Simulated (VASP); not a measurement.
# AlGa3N4 (P-43m) in VASP: single point with PBEsol

Aim: the single point of AlGa3N4 with PBEsol.

Everything below comes from runs of VASP 6.6.1. Logs are shortened: lines on timing, memory, paths and dates and some standing lists are left out, and cuts for length are marked.

## (1) The cell of the first run

The structure is cubic, space group P-43m (No. 215). Conventional cell: a = 4.472 Å, b = 4.472 Å, c = 4.472 Å, α = 90.00°, β = 90.00°, γ = 90.00°. Al (site symmetry -43m) has 4 N at 1.89 Å within 2.5 Å. Within 2.6 Å of Ga (site symmetry -42m) lie 4 N at 1.95 Å. Within 2.5 Å of N (site symmetry 3m) lie 1 Al at 1.89 Å and 3 Ga at 1.95 Å.

## (2) Single point, PBEsol

File INCAR:

```
PREC = Accurate ; ENCUT = 520
EDIFF = 1E-6 ; ISMEAR = 0
SIGMA = 0.05 ; LREAL = False
LASPH = True ; NELM = 60
ALGO = Normal ; ISIF = 2
LWAVE = False ; LCHARG = False
GGA = PS ; NBANDS = 41
```

File KPOINTS:

```
regular mesh
0
Gamma
  10 10 10
```

File POSCAR:

```
AlGa3N4
1.0
    4.4716853600      0.0000000000      0.0000000000
    0.0000000000      4.4716853600      0.0000000000
    0.0000000000      0.0000000000      4.4716853600
Al Ga N
1 3 4
Direct
    0.0000000000      0.0000000000      0.0000000000
    0.5000000000      0.5000000000      0.0000000000
    0.5000000000      0.0000000000      0.5000000000
    0.0000000000      0.5000000000      0.5000000000
    0.7557144200      0.7557144200      0.2442855800
    0.7557144200      0.2442855800      0.7557144200
    0.2442855800      0.7557144200      0.7557144200
    0.2442855800      0.2442855800      0.2442855800
```

Potentials or basis: VASP PAW PBE potentials, release 64 (Al, Ga_d, N).

The run is started by

```
cat potpaw_PBE.64/Al/POTCAR potpaw_PBE.64/Ga_d/POTCAR potpaw_PBE.64/N/POTCAR > POTCAR
mpirun -np 1 vasp_std > vasp.out
```

OUTCAR:

```text
PREC = Accurate
   ENCUT = 520
   EDIFF = 1E-6
   ISMEAR = 0
   LREAL = False
   LASPH = True
   NELM = 60
   ISIF = 2
   GGA = PS

 ion  position               nearest neighbor table
   1  0.000  0.000  0.000-   5 1.89   6 1.89   7 1.89   8 1.89
   2  0.500  0.500  0.000-   5 1.95   6 1.95   7 1.95   8 1.95
   3  0.500  0.000  0.500-   5 1.95   6 1.95   7 1.95   8 1.95
   4  0.000  0.500  0.500-   5 1.95   6 1.95   7 1.95   8 1.95
   5  0.756  0.756  0.244-   1 1.89   2 1.95   3 1.95   4 1.95
   6  0.756  0.244  0.756-   1 1.89   2 1.95   3 1.95   4 1.95
   7  0.244  0.756  0.756-   1 1.89   2 1.95   3 1.95   4 1.95
   8  0.244  0.244  0.244-   1 1.89   2 1.95   3 1.95   4 1.95

  LATTYP: Found a simple cubic cell.
 ALAT       =     4.4716853600

  Lattice vectors:

 A1 = (   4.4716853600,   0.0000000000,   0.0000000000)
 A2 = (   0.0000000000,   4.4716853600,   0.0000000000)
 A3 = (   0.0000000000,   0.0000000000,   4.4716853600)

Analysis of symmetry for initial positions (statically):
=====================================================================
 Subroutine PRICEL returns:
 Original cell was already a primitive cell.

 Routine SETGRP: Setting up the symmetry group for a
 simple cubic supercell.

 Subroutine GETGRP returns: Found 24 space group operations
 (whereof 24 operations were pure point group operations)
 out of a pool of 48 trial point group operations.

The static configuration has the point symmetry T_d .

Analysis of symmetry for dynamics (positions and initial velocities):
=====================================================================
 Subroutine PRICEL returns:
 Original cell was already a primitive cell.

 Routine SETGRP: Setting up the symmetry group for a
 simple cubic supercell.

 Subroutine GETGRP returns: Found 24 space group operations
 (whereof 24 operations were pure point group operations)
 out of a pool of 48 trial point group operations.

The dynamic configuration has the point symmetry T_d .

 Subroutine INISYM returns: Found 24 space group operations
 (whereof 24 operations are pure point group operations),
 and found     1 'primitive' translations

----------------------------------------------------------------------------------------

                                     Primitive cell

  volume of cell :      89.4157

  direct lattice vectors                    reciprocal lattice vectors
     4.471685360  0.000000000  0.000000000     0.223629330  0.000000000  0.000000000
     0.000000000  4.471685360  0.000000000     0.000000000  0.223629330  0.000000000
     0.000000000  0.000000000  4.471685360     0.000000000  0.000000000  0.223629330

  length of vectors
     4.471685360  4.471685360  4.471685360     0.223629330  0.223629330  0.223629330

  position of ions in fractional coordinates (direct lattice)
     0.000000000  0.000000000  0.000000000
     0.500000000  0.500000000  0.000000000
     0.500000000  0.000000000  0.500000000
     0.000000000  0.500000000  0.500000000
     0.755714420  0.755714420  0.244285580
     0.755714420  0.244285580  0.755714420
     0.244285580  0.755714420  0.755714420
     0.244285580  0.244285580  0.244285580

  ion indices of the primitive-cell ions
   primitive index   ion index
                 1           1
                 2           2
                 3           3
                 4           4
                 5           5
                 6           6
                 7           7
                 8           8

----------------------------------------------------------------------------------------

 KPOINTS: regular mesh

Automatic generation of k-mesh.
 Grid dimensions read from file:
 generate k-points for:   10   10   10

 Generating k-lattice:

  Cartesian coordinates                     Fractional coordinates (reciprocal lattice)
     0.022362933  0.000000000  0.000000000     0.100000000  0.000000000  0.000000000
     0.000000000  0.022362933  0.000000000     0.000000000  0.100000000  0.000000000
     0.000000000  0.000000000  0.022362933     0.000000000  0.000000000  0.100000000

  Length of vectors
     0.022362933  0.022362933  0.022362933

  Shift w.r.t. Gamma in fractional coordinates (k-lattice)
     0.000000000  0.000000000  0.000000000

 Subroutine IBZKPT returns following result:
 ===========================================

 Found     56 irreducible k-points:

 Following reciprocal coordinates:
            Coordinates               Weight
  0.000000  0.000000  0.000000      1.000000
  0.100000  0.000000  0.000000      6.000000
  0.200000  0.000000  0.000000      6.000000
  0.300000  0.000000  0.000000      6.000000
  0.400000  0.000000  0.000000      6.000000
  0.500000  0.000000  0.000000      3.000000
[... 16 lines left out ...]
  0.200000  0.100000  0.100000     24.000000
  0.300000  0.100000  0.100000     24.000000
 [... further k-points ...]
   k-points           NKPTS =     56   k-points in BZ     NKDIM =     56   number of bands    NBANDS=     41
   number of dos      NEDOS =    301   number of ions     NIONS =      8
   total plane-waves  NPLWV =  46656
   dimension x,y,z NGX =    36 NGY =   36 NGZ =   36
   dimension x,y,z NGXF=    72 NGYF=   72 NGZF=   72
   ions per type =               1   3   4
   NGX,Y,Z   is equivalent  to a cutoff of  13.38, 13.38, 13.38 a.u.
   NGXF,Y,Z  is equivalent  to a cutoff of  26.77, 26.77, 26.77 a.u.
 SYSTEM =  unknown system
   PREC   = accura    normal or accurate (medium, high low for compatibility)
   ISTART =      0    job   : 0-new  1-cont  2-samecut
   ICHARG =      2    charge: 1-file 2-atom 10-const
   ISPIN  =      1    spin polarized calculation?
   LNONCOLLINEAR =      F non collinear calculations
   LSORBIT =      F    spin-orbit coupling
   LASPH  =      T    aspherical Exc in radial PAW
   ENCUT  =  520.0 eV  38.22 Ry    6.18 a.u.   8.31  8.31  8.31*2*pi/ulx,y,z
   NELM   =     60;   NELMIN=  2; NELMDL= -5     # of ELM steps
   EDIFF  = 0.1E-05   stopping-criterion for ELM
   LREAL  =      F    real-space projection
   EDIFFG = 0.1E-04   stopping-criterion for IOM
   NSW    =      0    number of steps for IOM
   IBRION =     -1    ionic relax: 0-MD 1-quasi-New 2-CG
   NFREE  =      0    steps in history (QN), initial steepest desc. (CG)
   ISIF   =      2    stress and relaxation
   ISYM   =      2    0-nonsym 1-usesym 2-fastsym
   POTIM  = 0.5000    time-step for ionic-motion
   TEBEG  =    0.0;   TEEND  =   0.0 temperature during run
   PSTRESS=    0.0 pullay stress
   NELECT =      62.0000    total number of electrons
   NUPDOWN=      -1.0000    fix difference up-down
   EMIN   =  10.00;   EMAX   =-10.00  energy-range for DOS
   EFERMI =   0.00;   METHOD = LEGACY
   ISMEAR =     0;   SIGMA  =   0.05  broadening in eV -4-tet -1-fermi 0-gaus
   EFERMI_NEDOS =   21; number of points for ismear=-14 and -15
   IALGO  =     38    algorithm
   IMIX   =      4    mixing-type and parameters
     AMIX     =   0.40;   BMIX     =  1.00
     AMIX_MAG =   1.60;   BMIX_MAG =  1.00
  volume/ion in A,a.u.               =      11.18        75.43
  Fermi-wavevector in a.u.,A,eV,Ry     =   1.448997  2.738207 28.566688  2.099592
  Thomas-Fermi vector in A             =   2.566774
   LORBIT       =      0    0 simple, 1 ext, 2 COOP (PROOUT), +10 PAW based schemes
   GGA     = PS    functional components
   LHFCALC =     F    Hartree Fock is set to
   AEXX    =    0.0000 exact exchange contribution
   IVDW    =     0    specifies the selected vdW correction
   LEPSILON=     F    determine dielectric tensor
   LRPA    =     F    only Hartree local field effects (RPA)
 non-spin polarized calculation
 Gauss-broadening in eV      SIGMA  =   0.05
  energy-cutoff  :      520.00
  volume of cell :       89.42
 maximum number of plane-waves:      2469
 NGX is ok and might be reduce to    36
   NGX = 17   NGY = 17   NGZ = 17

 number of electron      61.9999968 magnetization

 Free energy of the ion-electron system (eV)
  ---------------------------------------------------
  ext. energy  EPLUGINS =         0.00000000
  ---------------------------------------------------
  free energy    TOTEN  =       -54.96555941 eV

  energy without entropy =      -54.96555941  energy(sigma->0) =      -54.96555941

 E-fermi :   5.4930     XC(G=0): -11.7295

 val. band max:        5.2765868640   @ k =   0.0000   0.0000   0.0000
 cond. band min:       7.5716801126   @ k =   0.0000   0.0000   0.0000
 fundamental gap:      2.2950932487
 Fermi energy:         5.4930180974

 k-point     1 :       0.0000    0.0000    0.0000
  band No.  band energies     occupation
      1     -10.3770      2.00000
      2      -9.0883      2.00000
      3      -9.0883      2.00000
      4      -9.0883      2.00000
      5      -7.8329      2.00000
      6      -7.8107      2.00000
[... 33 lines left out ...]
     40      16.0216      0.00000
     41      16.0218      0.00000

 k-point     2 :       0.1000    0.0000    0.0000
  band No.  band energies     occupation
      1     -10.3358      2.00000
      2      -9.1012      2.00000
      3      -9.0889      2.00000
      4      -9.0889      2.00000
      5      -7.8323      2.00000
      6      -7.8097      2.00000
[... 33 lines left out ...]
     40      16.1004      0.00000
     41      16.1013      0.00000

 k-point     3 :       0.2000    0.0000    0.0000
  band No.  band energies     occupation
      1     -10.2164      2.00000
      2      -9.1438      2.00000
      3      -9.0906      2.00000
      4      -9.0906      2.00000
      5      -7.8249      2.00000
      6      -7.8059      2.00000
[... 875 lines left out ...]
      2      -9.1462      2.00000
      3      -9.1053      2.00000
      4      -9.0991      2.00000
      5      -7.8167      2.00000
      6      -7.8062      2.00000
[... 33 lines left out ...]
     40      16.2533      0.00000
     41      16.4828      0.00000

 k-point    24 :       0.3000    0.1000    0.1000
  band No.  band energies     occupation
      1      -9.9695      2.00000
      2      -9.2220      2.00000
      3      -9.1095      2.00000
      4      -9.1008      2.00000
      5      -7.8021      2.00000
      6      -7.7997      2.00000
[... 33 lines left out ...]
     40      16.3019      0.00000
     41      16.3322      0.00000

 [... further k-points ...]

------------------------ aborting loop because EDIFF is reached ----------------------------------------

  FORCE on cell =-STRESS in cart. coord.  units (eV):
  Direction    XX          YY          ZZ          XY          YZ          ZX
  --------------------------------------------------------------------------------------
  -------------------------------------------------------------------------------------
  Total       -0.3751560     -0.3751560     -0.3751560     -0.0000000     -0.0000000      0.0000000
  in kB       -6.7221591     -6.7221591     -6.7221591     -0.0000000     -0.0000000      0.0000000
  external PRESSURE =      -6.7221591 kB  Pullay stress =       0.0000000 kB

 VOLUME and BASIS-vectors are now :
 -----------------------------------------------------------------------------
  energy-cutoff  :      520.00
  volume of cell :       89.42
      direct lattice vectors                 reciprocal lattice vectors
     4.471685360  0.000000000  0.000000000     0.223629330  0.000000000  0.000000000
     0.000000000  4.471685360  0.000000000     0.000000000  0.223629330  0.000000000
     0.000000000  0.000000000  4.471685360     0.000000000  0.000000000  0.223629330

 POSITION                                       TOTAL-FORCE (eV/Angst)
 -----------------------------------------------------------------------------------
      0.00000      0.00000      0.00000         0.000000      0.000000     -0.000000
      2.23584      2.23584      0.00000         0.000000      0.000000     -0.000000
      2.23584      0.00000      2.23584         0.000000      0.000000     -0.000000
      0.00000      2.23584      2.23584         0.000000      0.000000     -0.000000
      3.37932      3.37932      1.09237        -0.080557     -0.080557      0.080557
      3.37932      1.09237      3.37932        -0.080557      0.080557     -0.080557
      1.09237      3.37932      3.37932         0.080557     -0.080557     -0.080557
      1.09237      1.09237      1.09237         0.080557      0.080557      0.080557
 -----------------------------------------------------------------------------------
    total drift:                               -0.000000     -0.000000     -0.000000

  FREE ENERGIE OF THE ION-ELECTRON SYSTEM (eV)
  ---------------------------------------------------
  free  energy   TOTEN  =       -54.9655594122 eV

  energy  without entropy=      -54.9655594122  energy(sigma->0) =      -54.96555941
```

It took 2.2 min on 1 thread of AMD EPYC 9R45 (Zen 5), shared host; peak memory 0.28 GiB.

What came out:

```
Free energy            : -54.9656 eV
Pressure               : -0.7 GPa
Largest force          : 0.140 eV/Å
Band gap on the k mesh : 2.30 eV
```

Forces in eV/Å, atoms in the order of the input:
```
Al   0.000  0.000  0.000
Ga   0.000  0.000  0.000
Ga   0.000  0.000  0.000
Ga   0.000  0.000  0.000
N   -0.081 -0.081  0.081
N   -0.081  0.081 -0.081
N    0.081 -0.081 -0.081
N    0.081  0.081  0.081
```

Levels at points of the mesh, in eV from the valence-band top:
```
           k point  band 27  band 28  band 29  band 30  band 31  band 32  band 33  band 34  band 35  band 36
(0.00, 0.00, 0.00)    -2.46    -2.46     0.00     0.00     0.00     2.30     3.35     3.35     3.35     6.41
(0.50, 0.00, 0.00)    -2.83    -1.47    -1.47    -1.19    -1.19     4.83     4.94     6.14     6.14     7.65
(0.50, 0.50, 0.00)    -3.04    -0.98    -0.94    -0.94    -0.60     6.60     6.81     6.81     7.23     7.27
(0.50, 0.50, 0.50)    -0.73    -0.73    -0.67    -0.67    -0.67     4.91     4.91     4.91     6.16     8.91
```

Caveat: the PAW data sets were made with another functional, which shifts forces and pressure a little. A k mesh can miss the band edges.
